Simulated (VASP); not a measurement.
# Ti (P6/mmm) in VASP: relaxation of cell and atoms with PBE

Aim: the relaxation of cell and atoms of Ti with PBE.

Program: VASP 6.6.1. These are calculated values, not measurements. Logs are shortened: lines on timing, memory, paths and dates and some standing lists are left out, and cuts for length are marked.

### Step 1. The cell of the first run

The structure is hexagonal, space group P6/mmm (No. 191). Conventional cell: a = 3.867 Å, b = 3.867 Å, c = 2.398 Å, α = 90.00°, β = 90.00°, γ = 120.00°. Within 3.2 Å of Ti (site symmetry 6/mmm) lie 14 Ti at 2.40 to 2.53 Å. Ti (site symmetry -6m2) has 11 Ti at 2.23 to 2.53 Å within 3.0 Å.

This isn't the form of Ti at room conditions, which is hcp.

### Step 2. Relaxation of cell and atoms, PBE, target pressure 130 GPa, at which the enthalpy is minimised

The input, INCAR:

```
SYSTEM = Ti
PREC = Accurate
ENCUT = 600
EDIFF = 1E-6
ISMEAR = -1
SIGMA = 0.1
LREAL = .FALSE.
LASPH = .TRUE.
NELM = 60
ALGO = Normal
ISIF = 3
LWAVE = .FALSE.
LCHARG = .FALSE.
GGA = PE
IBRION = 2
NSW = 60
EDIFFG = -0.005
PSTRESS = 1300.0
```

The input, KPOINTS:

```
regular mesh
0
G
  9 9 13
  0 0 0
```

The input, POSCAR:

```
Ti
1.0
    3.8670797638      0.0000000000      0.0000000000
   -1.9335398819      3.3489893139      0.0000000000
    0.0000000000      0.0000000000      2.3975894535
Ti
3
Direct
    0.0000000000      0.0000000000      0.0000000000
    0.3333333333      0.6666666667      0.5000000000
    0.6666666667      0.3333333333      0.5000000000
```

Potentials or basis: VASP PAW PBE potentials, release 64 (Ti_sv).

Started as:

```bash
> cat potpaw_PBE.64/Ti_sv/POTCAR > POTCAR
> mpirun -np 1 vasp_std > vasp.out
```

OUTCAR:

```text
SYSTEM = Ti
   PREC = Accurate
   ENCUT = 600
   EDIFF = 1E-6
   ISMEAR = -1
   LREAL = .FALSE.
   LASPH = .TRUE.
   NELM = 60
   ISIF = 3
   GGA = PE
   IBRION = 2
   NSW = 60
   EDIFFG = -0.005
   PSTRESS = 1300.0

 ion  position               nearest neighbor table
   1  0.000  0.000  0.000-   2 2.53   3 2.53   2 2.53   3 2.53   2 2.53   2 2.53   3 2.53   3 2.53
                             3 2.53   3 2.53   2 2.53   2 2.53
   2  0.333  0.667  0.500-   3 2.23   3 2.23   3 2.23   1 2.53   1 2.53   1 2.53   1 2.53   1 2.53
                             1 2.53
   3  0.667  0.333  0.500-   2 2.23   2 2.23   2 2.23   1 2.53   1 2.53   1 2.53   1 2.53   1 2.53
                             1 2.53

  LATTYP: Found a hexagonal cell.
 ALAT       =     3.8670797638
 C/A-ratio  =     0.6200000000

  Lattice vectors:

 A1 = (   3.8670797638,   0.0000000000,   0.0000000000)
 A2 = (  -1.9335398819,   3.3489893139,   0.0000000000)
 A3 = (   0.0000000000,   0.0000000000,   2.3975894535)

Analysis of symmetry for initial positions (statically):
=====================================================================
 Subroutine PRICEL returns:
 Original cell was already a primitive cell.

 Routine SETGRP: Setting up the symmetry group for a
 hexagonal supercell.

 Subroutine GETGRP returns: Found 24 space group operations
 (whereof 24 operations were pure point group operations)
 out of a pool of 24 trial point group operations.

The static configuration has the point symmetry D_6h.

Analysis of symmetry for dynamics (positions and initial velocities):
=====================================================================
 Subroutine PRICEL returns:
 Original cell was already a primitive cell.

 Routine SETGRP: Setting up the symmetry group for a
 hexagonal supercell.

 Subroutine GETGRP returns: Found 24 space group operations
 (whereof 24 operations were pure point group operations)
 out of a pool of 24 trial point group operations.

The dynamic configuration has the point symmetry D_6h.

 Subroutine INISYM returns: Found 24 space group operations
 (whereof 24 operations are pure point group operations),
 and found     1 'primitive' translations

----------------------------------------------------------------------------------------

                                     Primitive cell

  volume of cell :      31.0507

  direct lattice vectors                    reciprocal lattice vectors
     3.867079764  0.000000000  0.000000000     0.258593063  0.149298774  0.000000000
    -1.933539882  3.348989314  0.000000000     0.000000000  0.298597549  0.000000000
     0.000000000  0.000000000  2.397589454     0.000000000  0.000000000  0.417085585

  length of vectors
     3.867079764  3.867079764  2.397589454     0.298597549  0.298597549  0.417085585

  position of ions in fractional coordinates (direct lattice)
     0.000000000  0.000000000  0.000000000
     0.333333333  0.666666667  0.500000000
     0.666666667  0.333333333  0.500000000

  ion indices of the primitive-cell ions
   primitive index   ion index
                 1           1
                 2           2
                 3           3

----------------------------------------------------------------------------------------

 KPOINTS: regular mesh

Automatic generation of k-mesh.
 Grid dimensions read from file:
 generate k-points for:    9    9   13

 Generating k-lattice:

  Cartesian coordinates                     Fractional coordinates (reciprocal lattice)
     0.028732563  0.016588753  0.000000000     0.111111111  0.000000000  0.000000000
     0.000000000  0.033177505  0.000000000     0.000000000  0.111111111  0.000000000
     0.000000000  0.000000000  0.032083507     0.000000000  0.000000000  0.076923077

  Length of vectors
     0.033177505  0.033177505  0.032083507

  Shift w.r.t. Gamma in fractional coordinates (k-lattice)
     0.000000000  0.000000000  0.000000000

 Subroutine IBZKPT returns following result:
 ===========================================

 Found     84 irreducible k-points:

 Following reciprocal coordinates:
            Coordinates               Weight
  0.000000  0.000000  0.000000      1.000000
  0.111111  0.000000  0.000000      6.000000
  0.222222  0.000000  0.000000      6.000000
  0.333333  0.000000  0.000000      6.000000
  0.444444  0.000000  0.000000      6.000000
  0.111111  0.111111  0.000000      6.000000
[... 16 lines left out ...]
  0.333333  0.222222  0.076923     24.000000
  0.333333  0.333333  0.076923      4.000000
 [... further k-points ...]
   k-points           NKPTS =     84   k-points in BZ     NKDIM =     84   number of bands    NBANDS=     22
   number of dos      NEDOS =    301   number of ions     NIONS =      3
   total plane-waves  NPLWV =  20480
   dimension x,y,z NGX =    32 NGY =   32 NGZ =   20
   dimension x,y,z NGXF=    64 NGYF=   64 NGZF=   40
   ions per type =               3
   NGX,Y,Z   is equivalent  to a cutoff of  13.76, 13.76, 13.87 a.u.
   NGXF,Y,Z  is equivalent  to a cutoff of  27.51, 27.51, 27.74 a.u.
 SYSTEM =  Ti
   PREC   = accura    normal or accurate (medium, high low for compatibility)
   ISTART =      0    job   : 0-new  1-cont  2-samecut
   ICHARG =      2    charge: 1-file 2-atom 10-const
   ISPIN  =      1    spin polarized calculation?
   LNONCOLLINEAR =      F non collinear calculations
   LSORBIT =      F    spin-orbit coupling
   LASPH  =      T    aspherical Exc in radial PAW
   ENCUT  =  600.0 eV  44.10 Ry    6.64 a.u.   7.72  7.72  4.79*2*pi/ulx,y,z
   NELM   =     60;   NELMIN=  2; NELMDL= -5     # of ELM steps
   EDIFF  = 0.1E-05   stopping-criterion for ELM
   LREAL  =      F    real-space projection
   EDIFFG = -.5E-02   stopping-criterion for IOM
   NSW    =     60    number of steps for IOM
   IBRION =      2    ionic relax: 0-MD 1-quasi-New 2-CG
   NFREE  =      1    steps in history (QN), initial steepest desc. (CG)
   ISIF   =      3    stress and relaxation
   ISYM   =      2    0-nonsym 1-usesym 2-fastsym
   POTIM  = 0.5000    time-step for ionic-motion
   TEBEG  =    0.0;   TEEND  =   0.0 temperature during run
   PSTRESS= 1300.0 pullay stress
   NELECT =      36.0000    total number of electrons
   NUPDOWN=      -1.0000    fix difference up-down
   EMIN   =  10.00;   EMAX   =-10.00  energy-range for DOS
   EFERMI =   0.00;   METHOD = LEGACY
   ISMEAR =    -1;   SIGMA  =   0.10  broadening in eV -4-tet -1-fermi 0-gaus
   EFERMI_NEDOS =   21; number of points for ismear=-14 and -15
   IALGO  =     38    algorithm
   IMIX   =      4    mixing-type and parameters
     AMIX     =   0.40;   BMIX     =  1.00
     AMIX_MAG =   1.60;   BMIX_MAG =  1.00
  volume/ion in A,a.u.               =      10.35        69.85
  Fermi-wavevector in a.u.,A,eV,Ry     =   1.719828  3.250004 40.243440  2.957809
  Thomas-Fermi vector in A             =   2.796382
   LORBIT       =      0    0 simple, 1 ext, 2 COOP (PROOUT), +10 PAW based schemes
   GGA     = PE    functional components
   LHFCALC =     F    Hartree Fock is set to
   AEXX    =    0.0000 exact exchange contribution
   IVDW    =     0    specifies the selected vdW correction
   LEPSILON=     F    determine dielectric tensor
   LRPA    =     F    only Hartree local field effects (RPA)
 conjugate gradient relaxation of ions
 non-spin polarized calculation
  energy-cutoff  :      600.00
  volume of cell :       31.05
 maximum number of plane-waves:      1072
 NGX is ok and might be reduce to    32
   NGX = 15   NGY = 15   NGZ =  9

--------------------------------------- Ionic step        1  -------------------------------------------

 number of electron      36.0000005 magnetization

 Free energy of the ion-electron system (eV)
  ---------------------------------------------------
  ext. energy  EPLUGINS =         0.00000000
  ---------------------------------------------------
  free energy    TOTEN  =       -17.81453732 eV

  energy without entropy =      -17.73632717  energy(sigma->0) =      -17.77543225

------------------------ aborting loop because EDIFF is reached ----------------------------------------

  FORCE on cell =-STRESS in cart. coord.  units (eV):
  Direction    XX          YY          ZZ          XY          YZ          ZX
  --------------------------------------------------------------------------------------
  -------------------------------------------------------------------------------------
  Total       25.1724400     25.1724400     25.5628815      0.0000000     -0.0000000      0.0000000
  in kB     1298.8655104   1298.8655104   1319.0117893      0.0000000     -0.0000000      0.0000000
  external PRESSURE =       5.5809367 kB  Pullay stress =    1300.0000000 kB
[... 141 lines left out ...]
  enthalpy is  TOTEN    =         7.3795243956 eV   P V=       25.1815225289

--------------------------------------- Ionic step        5  -------------------------------------------

 number of electron      36.0000006 magnetization

 Free energy of the ion-electron system (eV)
  ---------------------------------------------------
  ext. energy  EPLUGINS =         0.00000000
  ---------------------------------------------------
  free energy    TOTEN  =       -17.84911087 eV

  energy without entropy =      -17.77283057  energy(sigma->0) =      -17.81097072

 E-fermi :  14.7772     XC(G=0): -14.1748

 val. band max:       14.7734455668   @ k =   0.3333   0.2222   0.3077
 cond. band min:      14.7880319936   @ k =   0.4444   0.1111   0.2308
 fundamental gap:      0.0145864268
 Fermi energy:        14.7771908637

 k-point     1 :       0.0000    0.0000    0.0000
  band No.  band energies     occupation
      1     -41.7169      2.00000
      2     -40.8309      2.00000
      3     -40.4346      2.00000
      4     -18.4514      2.00000
      5     -18.4514      2.00000
      6     -18.0186      2.00000
[... 574 lines left out ...]
      6     -18.2585      2.00000
[... 14 lines left out ...]
     21      16.3828      0.00000
     22      16.8693      0.00000

 [... further k-points ...]
[... 5 lines left out ...]
  --------------------------------------------------------------------------------------
  -------------------------------------------------------------------------------------
  Total       25.2230333     25.2230333     25.2180196      0.0000000     -0.0000000      0.0000000
  in kB     1299.7343013   1299.7343013   1299.4759483      0.0000000     -0.0000000      0.0000000
  external PRESSURE =      -0.3518163 kB  Pullay stress =    1300.0000000 kB
[... 18 lines left out ...]
  FREE ENERGIE OF THE ION-ELECTRON SYSTEM (eV)
  ---------------------------------------------------
  free  energy   TOTEN  =       -17.8491108665 eV

  energy  without entropy=      -17.7728305668  energy(sigma->0) =      -17.81097072

  enthalpy is  TOTEN    =         7.3790786294 eV   P V=       25.2281894959

 reached required accuracy - stopping structural energy minimisation
```

Wall time 98 s (1 thread of Intel Xeon 6975P-C (Granite Rapids), shared host); peak memory 0.19 GiB.

What came out:

* Free energy: -17.8491 eV
* Relaxed volume: 10.36 Å³/atom
* Relaxed cell: a = 3.861 Å, b = 3.861 Å, c = 2.408 Å, α = 90.00°, β = 90.00°, γ = 120.00°
* Space group after relaxing (to 0.1 Å): P6/mmm (No. 191)
* Energy change on relaxing (the run minimises the enthalpy): -11.5 meV/atom
* Ionic steps: 5
* Pressure after relaxing: 130.0 GPa
* Band gap on the k mesh: zero (bands 18 and 19 overlap by 0.92 eV)

Step by step:
| step | energy change (eV) | largest force (eV/Å) | pressure (GPa) | volume (Å³) |
| --- | --- | --- | --- | --- |
| 1 | 0.0000 | 0.0000 | 130.56 | 31.05 |
| 2 | -0.1315 | 0.0000 | 128.22 | 31.21 |
| 3 | -0.0688 | 0.0000 | 129.24 | 31.13 |
| 4 | 0.0125 | 0.0000 | 130.82 | 31.03 |
| 5 | -0.0346 | 0.0000 | 129.96 | 31.09 |

Final structure:
```cif
data_structure
_symmetry_space_group_name_H-M 'P 1'
_symmetry_Int_Tables_number 1
_cell_length_a 3.8613
_cell_length_b 3.8613
_cell_length_c 2.4079
_cell_angle_alpha 90.000
_cell_angle_beta 90.000
_cell_angle_gamma 120.000
_cell_volume 31.09
loop_
_atom_site_label
_atom_site_type_symbol
_atom_site_fract_x
_atom_site_fract_y
_atom_site_fract_z
_atom_site_occupancy
Ti1 Ti 0.00000 0.00000 0.00000 1
Ti2 Ti 0.33333 0.66667 0.50000 1
Ti3 Ti 0.66667 0.33333 0.50000 1
```

Caveat: the cell is relaxed towards a set pressure, so the run minimises the enthalpy, not the energy.
